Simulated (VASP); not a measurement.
# LiH (Fm-3m) in VASP: a series of runs

Runs on LiH. Level: PBEsol. Tasks: single point.

Program: VASP 6.6.1. These are calculated values, not measurements. Logs are shortened: lines on timing, memory, paths and dates and some standing lists are left out, and cuts for length are marked.

## 1. The cell of the first run

It takes space group Fm-3m (No. 225, cubic). The conventional cell has a = 3.647 Å, b = 3.647 Å, c = 3.647 Å, α = 90.00°, β = 90.00°, γ = 90.00°. Li (site symmetry m-3m) has 6 H at 1.82 Å within 2.4 Å. Within 2.4 Å of H (site symmetry m-3m) lie 6 Li at 1.82 Å.

## 2. Single point, PBEsol

INCAR

```
ALGO     = Normal         # electronic algorithm
EDIFF    = 1E-6           # SCF threshold, eV
ENCUT    = 520            # plane-wave cutoff, eV
GGA      = PS             # functional
ISIF     = 2              # what is computed and relaxed
ISMEAR   = 0              # smearing method
LASPH    = True           # aspherical terms in the spheres
LCHARG   = False          # write CHGCAR
LREAL    = False          # projectors in reciprocal space
LWAVE    = False          # write WAVECAR
NBANDS   = 9              # bands
NELM     = 80             # most SCF steps
PREC     = Accurate       # precision mode
SIGMA    = 0.01           # smearing width, eV
```

KPOINTS

```
k-points
0
Gamma
  10 10 10
```

POSCAR

```
LiH
1.0
    1.8234825461      1.8234825461      0.0000000000
   -1.8234825461      1.8234825461      0.0000000000
    0.0000000000      1.8234825461      1.8234825461
Li H
1 1
Direct
    0.0000000000      0.0000000000      0.0000000000
    0.5000000000      0.5000000000      0.0000000000
```

Potentials or basis: VASP PAW PBE potentials, release 64 (Li_sv, H).

On the command line:

```
$ cat potpaw_PBE.64/Li_sv/POTCAR potpaw_PBE.64/H/POTCAR > POTCAR
$ mpirun -np 1 vasp_std > vasp.out
```

OUTCAR:

```text
EDIFF = 1E-6
   ENCUT = 520
   GGA = PS
   ISIF = 2
   ISMEAR = 0
   LASPH = True
   LREAL = False
   NELM = 80
   PREC = Accurate

 ion  position               nearest neighbor table
   1  0.000  0.000  0.000-
   2  0.500  0.500  0.000-

  LATTYP: Found a face centered cubic cell.
 ALAT       =     3.6469650922

  Lattice vectors:

 A1 = (   0.0000000000,   1.8234825461,   1.8234825461)
 A2 = (   1.8234825461,   0.0000000000,   1.8234825461)
 A3 = (   1.8234825461,   1.8234825461,   0.0000000000)

Analysis of symmetry for initial positions (statically):
=====================================================================
 Subroutine PRICEL returns:
 Original cell was already a primitive cell.

 Routine SETGRP: Setting up the symmetry group for a
 face centered cubic supercell.

 Subroutine GETGRP returns: Found 48 space group operations
 (whereof 48 operations were pure point group operations)
 out of a pool of 48 trial point group operations.

The static configuration has the point symmetry O_h .

Analysis of symmetry for dynamics (positions and initial velocities):
=====================================================================
 Subroutine PRICEL returns:
 Original cell was already a primitive cell.

 Routine SETGRP: Setting up the symmetry group for a
 face centered cubic supercell.

 Subroutine GETGRP returns: Found 48 space group operations
 (whereof 48 operations were pure point group operations)
 out of a pool of 48 trial point group operations.

The dynamic configuration has the point symmetry O_h .

 Subroutine INISYM returns: Found 48 space group operations
 (whereof 48 operations are pure point group operations),
 and found     1 'primitive' translations

----------------------------------------------------------------------------------------

                                     Primitive cell

  volume of cell :      12.1265

  direct lattice vectors                    reciprocal lattice vectors
     1.823482546  1.823482546  0.000000000     0.274200595  0.274200595 -0.274200595
    -1.823482546  1.823482546  0.000000000    -0.274200595  0.274200595 -0.274200595
     0.000000000  1.823482546  1.823482546     0.000000000  0.000000000  0.548401191

  length of vectors
     2.578793747  2.578793747  2.578793747     0.474929363  0.474929363  0.548401191

  position of ions in fractional coordinates (direct lattice)
     0.000000000  0.000000000  0.000000000
     0.500000000  0.500000000  0.000000000

  ion indices of the primitive-cell ions
   primitive index   ion index
                 1           1
                 2           2

----------------------------------------------------------------------------------------

 KPOINTS: k-points

Automatic generation of k-mesh.
 Grid dimensions read from file:
 generate k-points for:   10   10   10

 Generating k-lattice:

  Cartesian coordinates                     Fractional coordinates (reciprocal lattice)
     0.027420060  0.027420060 -0.027420060     0.100000000  0.000000000  0.000000000
    -0.027420060  0.027420060 -0.027420060     0.000000000  0.100000000  0.000000000
     0.000000000  0.000000000  0.054840119     0.000000000  0.000000000  0.100000000

  Length of vectors
     0.047492936  0.047492936  0.054840119

  Shift w.r.t. Gamma in fractional coordinates (k-lattice)
     0.000000000  0.000000000  0.000000000

 Subroutine IBZKPT returns following result:
 ===========================================

 Found     47 irreducible k-points:

 Following reciprocal coordinates:
            Coordinates               Weight
  0.000000  0.000000  0.000000      1.000000
  0.100000  0.000000  0.000000      8.000000
  0.200000  0.000000  0.000000      8.000000
  0.300000  0.000000  0.000000      8.000000
  0.400000  0.000000  0.000000      8.000000
  0.500000  0.000000  0.000000      4.000000
[... 16 lines left out ...]
  0.300000  0.300000  0.000000     12.000000
  0.400000  0.300000  0.000000     24.000000
 [... further k-points ...]
   k-points           NKPTS =     47   k-points in BZ     NKDIM =     47   number of bands    NBANDS=      9
   number of dos      NEDOS =    301   number of ions     NIONS =      2
   total plane-waves  NPLWV =   8000
   dimension x,y,z NGX =    20 NGY =   20 NGZ =   20
   dimension x,y,z NGXF=    40 NGYF=   40 NGZF=   40
   ions per type =               1   1
   NGX,Y,Z   is equivalent  to a cutoff of  12.89, 12.89, 12.89 a.u.
   NGXF,Y,Z  is equivalent  to a cutoff of  25.79, 25.79, 25.79 a.u.
 SYSTEM =  unknown system
   PREC   = accura    normal or accurate (medium, high low for compatibility)
   ISTART =      0    job   : 0-new  1-cont  2-samecut
   ICHARG =      2    charge: 1-file 2-atom 10-const
   ISPIN  =      1    spin polarized calculation?
   LNONCOLLINEAR =      F non collinear calculations
   LSORBIT =      F    spin-orbit coupling
   LASPH  =      T    aspherical Exc in radial PAW
   ENCUT  =  520.0 eV  38.22 Ry    6.18 a.u.   4.79  4.79  4.79*2*pi/ulx,y,z
   NELM   =     80;   NELMIN=  2; NELMDL= -5     # of ELM steps
   EDIFF  = 0.1E-05   stopping-criterion for ELM
   LREAL  =      F    real-space projection
[... 7 lines left out ...]
   TEBEG  =    0.0;   TEEND  =   0.0 temperature during run
   PSTRESS=    0.0 pullay stress
   NELECT =       4.0000    total number of electrons
   NUPDOWN=      -1.0000    fix difference up-down
   EMIN   =  10.00;   EMAX   =-10.00  energy-range for DOS
   EFERMI =   0.00;   METHOD = LEGACY
   ISMEAR =     0;   SIGMA  =   0.01  broadening in eV -4-tet -1-fermi 0-gaus
   EFERMI_NEDOS =   21; number of points for ismear=-14 and -15
   IALGO  =     38    algorithm
   IMIX   =      4    mixing-type and parameters
     AMIX     =   0.40;   BMIX     =  1.00
     AMIX_MAG =   1.60;   BMIX_MAG =  1.00
  volume/ion in A,a.u.               =       6.06        40.92
  Fermi-wavevector in a.u.,A,eV,Ry     =   1.131140  2.137546 17.408366  1.279479
  Thomas-Fermi vector in A             =   2.267839
   LORBIT       =      0    0 simple, 1 ext, 2 COOP (PROOUT), +10 PAW based schemes
   GGA     = PS    functional components
   LHFCALC =     F    Hartree Fock is set to
   AEXX    =    0.0000 exact exchange contribution
   IVDW    =     0    specifies the selected vdW correction
   LEPSILON=     F    determine dielectric tensor
   LRPA    =     F    only Hartree local field effects (RPA)
 non-spin polarized calculation
 Gauss-broadening in eV      SIGMA  =   0.01
  energy-cutoff  :      520.00
  volume of cell :       12.13
 maximum number of plane-waves:       332
   NGX =  9   NGY =  9   NGZ =  9

 number of electron       4.0000000 magnetization

 Free energy of the ion-electron system (eV)
  ---------------------------------------------------
  ext. energy  EPLUGINS =         0.00000000
  ---------------------------------------------------
  free energy    TOTEN  =        -5.97438538 eV

  energy without entropy =       -5.97438538  energy(sigma->0) =       -5.97438538

 E-fermi :   1.9983     XC(G=0):  -9.5684

 val. band max:        1.7093670971   @ k =   0.5000   0.5000   0.0000
 cond. band min:       4.1353468079   @ k =   0.5000   0.5000   0.0000
 fundamental gap:      2.4259797109
 Fermi energy:         1.9982539769

 k-point     1 :       0.0000    0.0000    0.0000
  band No.  band energies     occupation
      1     -41.9377      2.00000
      2      -4.9459      2.00000
      3      21.8638      0.00000
      4      22.4483      0.00000
      5      22.4483      0.00000
      6      22.4484      0.00000
      7      27.7352      0.00000
      8      27.7352      0.00000
      9      27.7352      0.00000

 k-point     2 :       0.1000    0.0000    0.0000
  band No.  band energies     occupation
      1     -41.9243      2.00000
      2      -4.7597      2.00000
      3      19.1626      0.00000
      4      21.9177      0.00000
      5      21.9372      0.00000
      6      21.9373      0.00000
      7      27.0980      0.00000
      8      28.7954      0.00000
      9      28.7954      0.00000

 k-point     3 :       0.2000    0.0000    0.0000
  band No.  band energies     occupation
      1     -41.8893      2.00000
      2      -4.2117      2.00000
      3      14.8850      0.00000
      4      20.4675      0.00000
      5      21.1374      0.00000
      6      21.1374      0.00000
      7      28.2540      0.00000
      8      28.6934      0.00000
      9      28.6934      0.00000

 k-point     4 :       0.3000    0.0000    0.0000
  band No.  band energies     occupation
      1     -41.8463      2.00000
      2      -3.3611      2.00000
      3      11.0528      0.00000
      4      19.1239      0.00000
      5      20.6609      0.00000
      6      20.6609      0.00000
      7      26.2015      0.00000
      8      26.2015      0.00000
      9      30.3091      0.00000

 k-point     5 :       0.4000    0.0000    0.0000
  band No.  band energies     occupation
      1     -41.8113      2.00000
      2      -2.4234      2.00000
      3       8.2572      0.00000
      4      18.2360      0.00000
      5      20.5922      0.00000
      6      20.5923      0.00000
      7      24.3771      0.00000
      8      24.3771      0.00000
      9      32.8176      0.00000

 k-point     6 :       0.5000    0.0000    0.0000
  band No.  band energies     occupation
      1     -41.7980      2.00000
      2      -1.9549      2.00000
      3       7.1597      0.00000
      4      17.9288      0.00000
      5      20.6740      0.00000
      6      20.6740      0.00000
      7      23.6563      0.00000
      8      23.6563      0.00000
      9      34.4088      0.00000
[... 169 lines left out ...]
 k-point    21 :      -0.3000    0.2000    0.0000
  band No.  band energies     occupation
      1     -41.8416      2.00000
      2      -3.1666      2.00000
      3      13.1879      0.00000
      4      15.6732      0.00000
      5      16.6532      0.00000
      6      21.8386      0.00000
      7      23.1333      0.00000
      8      32.1759      0.00000
      9      34.3829      0.00000

 k-point    22 :      -0.2000    0.2000    0.0000
  band No.  band energies     occupation
      1     -41.8742      2.00000
      2      -3.8968      2.00000
      3      16.3563      0.00000
      4      17.5963      0.00000
      5      17.5964      0.00000
      6      21.2855      0.00000
      7      23.1832      0.00000
      8      31.7575      0.00000
      9      35.0052      0.00000

 k-point    23 :       0.3000    0.3000    0.0000
  band No.  band energies     occupation
      1     -41.7764      2.00000
      2      -0.7058      2.00000
      3       7.6866      0.00000
      4      10.3273      0.00000
      5      17.2304      0.00000
      6      20.6596      0.00000
      7      31.0866      0.00000
      8      32.4604      0.00000
      9      33.7825      0.00000

 k-point    24 :       0.4000    0.3000    0.0000
  band No.  band energies     occupation
      1     -41.7657      2.00000
      2       0.1642      2.00000
      3       6.3534      0.00000
      4      10.2797      0.00000
      5      15.8231      0.00000
      6      21.1038      0.00000
      7      28.4676      0.00000
      8      33.1138      0.00000
      9      36.8160      0.00000

 [... further k-points ...]
[... 5 lines left out ...]
  --------------------------------------------------------------------------------------
  -------------------------------------------------------------------------------------
  Total        1.1382191      1.1382191      1.1382191     -0.0000000     -0.0000000      0.0000000
  in kB      150.3839970    150.3839970    150.3839970     -0.0000000     -0.0000000      0.0000000
  external PRESSURE =     150.3839970 kB  Pullay stress =       0.0000000 kB

 VOLUME and BASIS-vectors are now :
 -----------------------------------------------------------------------------
  energy-cutoff  :      520.00
  volume of cell :       12.13
      direct lattice vectors                 reciprocal lattice vectors
     1.823482546  1.823482546  0.000000000     0.274200595  0.274200595 -0.274200595
    -1.823482546  1.823482546  0.000000000    -0.274200595  0.274200595 -0.274200595
     0.000000000  1.823482546  1.823482546     0.000000000  0.000000000  0.548401191

 POSITION                                       TOTAL-FORCE (eV/Angst)
 -----------------------------------------------------------------------------------
      0.00000      0.00000      0.00000        -0.000000      0.000000      0.000000
      0.00000      1.82348      0.00000         0.000000     -0.000000      0.000000
 -----------------------------------------------------------------------------------
    total drift:                               -0.000000      0.000000     -0.000000

  FREE ENERGIE OF THE ION-ELECTRON SYSTEM (eV)
  ---------------------------------------------------
  free  energy   TOTEN  =        -5.9743853765 eV

  energy  without entropy=       -5.9743853765  energy(sigma->0) =       -5.97438538
```

It took 17 s on 1 thread of AMD EPYC 7R13, shared host; peak memory 0.09 GiB.

What came out:

* Free energy: -5.9744 eV
* Band gap on the k mesh: 2.43 eV, direct

Levels at points of the mesh, in eV from the valence-band top:
| k point | band 1 | band 2 | band 3 | band 4 | band 5 |
| --- | --- | --- | --- | --- | --- |
| (0.00, 0.00, 0.00) | -43.65 | -6.66 | 20.15 | 20.74 | 20.74 |
| (0.50, 0.00, 0.00) | -43.51 | -3.66 | 5.45 | 16.22 | 18.96 |
| (0.50, 0.50, 0.00) | -43.47 | 0.00 | 2.43 | 12.04 | 12.04 |

Caveat: the cutoff is under 1.25 times the usual one of these potentials, so pressure, stress and relaxed cells hold a basis-set (Pulay) error; the PAW data sets were made with another functional, which shifts forces and pressure a little. Expect the measured gap to be larger: semilocal functionals such as PBEsol lack the derivative discontinuity.

## 3. Single point, PBEsol

INCAR

```
SYSTEM = LiH
ALGO = Normal
EDIFF = 1E-6
ENCUT = 520
GGA = PS
ISIF = 2
ISMEAR = 0
LASPH = .True.
LCHARG = .True.
LELF = .True.
LREAL = .False.
LVHAR = .True.
LWAVE = .False.
NBANDS = 9
NELM = 80
PREC = Accurate
SIGMA = 0.01
```

KPOINTS

```
k-points
0
Gamma
  10 10 10
  0 0 0
```

POSCAR is that of step 2.

Potentials or basis: VASP PAW PBE potentials, release 64 (Li_sv, H).

On the command line:

```
$ cat potpaw_PBE.64/Li_sv/POTCAR potpaw_PBE.64/H/POTCAR > POTCAR
$ mpirun -np 1 vasp_std > vasp.out
```

Wall time 15 s (1 thread of AMD EPYC 7R13, shared host); peak memory 0.09 GiB.

It converged, with:

| Item | Value |
| --- | --- |
| Free energy | -5.9744 eV |
| Band gap on the k mesh | 2.43 eV, direct |

Levels at points of the mesh, in eV from the valence-band top:
| k point | band 1 | band 2 | band 3 | band 4 | band 5 | band 6 | band 7 |
| --- | --- | --- | --- | --- | --- | --- | --- |
| (0.00, 0.00, 0.00) | -43.65 | -6.66 | 20.15 | 20.74 | 20.74 | 20.74 | 26.03 |
| (0.50, 0.00, 0.00) | -43.51 | -3.66 | 5.45 | 16.22 | 18.96 | 18.96 | 21.95 |
| (0.50, 0.50, 0.00) | -43.47 | 0.00 | 2.43 | 12.04 | 12.04 | 15.52 | 21.63 |

Caveat: the cutoff is under 1.25 times the usual one of these potentials, so pressure, stress and relaxed cells hold a basis-set (Pulay) error; the PAW data sets were made with another functional, which shifts forces and pressure a little.

## 4. Single point, PBEsol

This run uses another cell than the first one, of 7.50 Å³/atom, 1.236 times its volume.

INCAR

```
SYSTEM = LiH
PREC     = Accurate       ! precision mode
ENCUT    = 520            ! plane-wave cutoff, eV
EDIFF    = 1E-7           ! SCF threshold, eV
ISMEAR   = 0              ! smearing method
SIGMA    = 0.01           ! smearing width, eV
LREAL    = .FALSE.        ! projectors in reciprocal space
LASPH    = .TRUE.         ! aspherical terms in the spheres
NELM     = 80             ! most SCF steps
ALGO     = Normal         ! electronic algorithm
ISIF     = 2              ! what is computed and relaxed
LWAVE    = .FALSE.        ! write WAVECAR
LCHARG   = .FALSE.        ! write CHGCAR
GGA      = PS             ! functional
NBANDS   = 9              ! bands
```

KPOINTS

```
Automatic mesh
0
G
  10 10 10
  0 0 0
```

POSCAR

```
LiH
1.0
    1.9571437956      1.9571437956      0.0000000000
   -1.9571437956      1.9571437956      0.0000000000
    0.0000000000      1.9571437956      1.9571437956
Li H
1 1
Direct
    0.0000000000      0.0000000000      0.0000000000
    0.5000000000      0.5000000000      0.0000000000
```

On the command line:

```
$ cat potpaw_PBE.64/Li_sv/POTCAR potpaw_PBE.64/H/POTCAR > POTCAR
$ mpirun -np 1 vasp_std > vasp.out
```

It took 26 s on 1 thread of AMD EPYC 7R13, shared host; peak memory 0.1 GiB.

Results (log left out):

```
Free energy            : -6.1151 eV
Band gap on the k mesh : 2.68 eV, direct
```

Levels at points of the mesh, in eV from the valence-band top:
```
           k point  band 1  band 2  band 3  band 4  band 5  band 6  band 7
(0.00, 0.00, 0.00)  -43.65   -5.82   17.04   18.45   18.45   18.45   23.21
(0.50, 0.00, 0.00)  -43.59   -2.92    4.87   14.19   16.94   16.94   19.62
(0.50, 0.50, 0.00)  -43.57    0.00    2.68   10.96   10.96   14.13   18.22
```

Caveat: the cutoff is under 1.25 times the usual one of these potentials, so pressure, stress and relaxed cells hold a basis-set (Pulay) error; the PAW data sets were made with another functional, which shifts forces and pressure a little. A hybrid or GW would open this gap; PBEsol tends to underestimate it.

(Part 1 of 2 ends here.)
